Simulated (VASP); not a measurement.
A run of VASP 6.6.1:

Contents of INCAR:

```
ALGO = Normal ; EDIFF = 1E-6
ENCUT = 500 ; GGA = PE
GGA_COMPAT = False ; ISIF = 2
ISMEAR = 0 ; LASPH = True
LCHARG = True ; LELF = True
LREAL = False ; LVHAR = True
LWAVE = False ; NBANDS = 14
NELM = 120 ; PREC = Accurate
SIGMA = 0.2
```

Contents of KPOINTS:

```
k-points
0
Gamma
  10 6 3
```

File POSCAR:

```
BP2
1.0
    2.5072289986      0.0000000000      0.0000000000
    0.0000000000      2.3339011354      0.0000000000
    0.0000000000      0.0000000000      6.6580788178
B P
1 2
Direct
    0.5000000000      0.5000000000      0.3675533545
    0.5000000000      0.5000000000      0.0783700012
    0.5000000000      0.5000000000      0.6567446443
```

Potentials or basis: VASP PAW PBE potentials, release 64 (B, P).

Run with:

```console
$ cat potpaw_PBE.64/B/POTCAR potpaw_PBE.64/P/POTCAR > POTCAR
$ mpirun -np 1 vasp_std > vasp.out
```

Hardware: 1 thread of Intel Xeon 8259CL, on a shared host.

Problem. Estimate the wall time of this run.

Solution. It took 35 s on 1 thread of Intel Xeon 8259CL, on a shared host, peak memory 0.15 GiB. Counts: scf iterations 13, k points 48.
